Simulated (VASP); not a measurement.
A run of VASP 6.6.1 is set up as follows.

File INCAR:

```
SYSTEM = C
  PREC = Accurate
  ENCUT = 520
  EDIFF = 1E-6
  ISMEAR = 0
  SIGMA = 0.05
  LREAL = .False.
  LASPH = .True.
  NELM = 80
  ALGO = Normal
  ISIF = 2
  LWAVE = .False.
  LCHARG = .False.
  GGA = PE
  IVDW = 12
  NBANDS = 11
```

Contents of KPOINTS:

```
regular mesh
0
Gamma
  15 15 15
  0 0 0
```

Contents of POSCAR:

```
C
1.0
    1.2222513345      0.7056671370      3.3330408480
   -1.2222513345      0.7056671370      3.3330408480
    0.0000000000     -1.4113342740      3.3330408480
C
2
Direct
    0.1609424319      0.1609424319      0.1609424319
    0.8390575681      0.8390575681      0.8390575681
```

Potentials or basis: VASP PAW PBE potentials, release 64 (C).

Command:

```console
$ cat potpaw_PBE.64/C/POTCAR > POTCAR
$ mpirun -np 1 vasp_std > vasp.out
```

Q: What does it give for the dispersion energy per atom?

A: -0.158 eV.

Q: Predict the band gap on the k mesh.

A: 0.88 eV, direct.

Q: Estimate the pressure.

A: 7.3 GPa.

Q: What does it give for the largest force?

A: 1.859 eV/Å.

Forces on the atoms (eV/Å):
```
C    0.000  0.000  1.859
C    0.000  0.000 -1.859
```

Caveat: forces of over 1 eV/Å act on the atoms, so gaps and moduli don't describe the material at rest. A k mesh can miss the band edges.
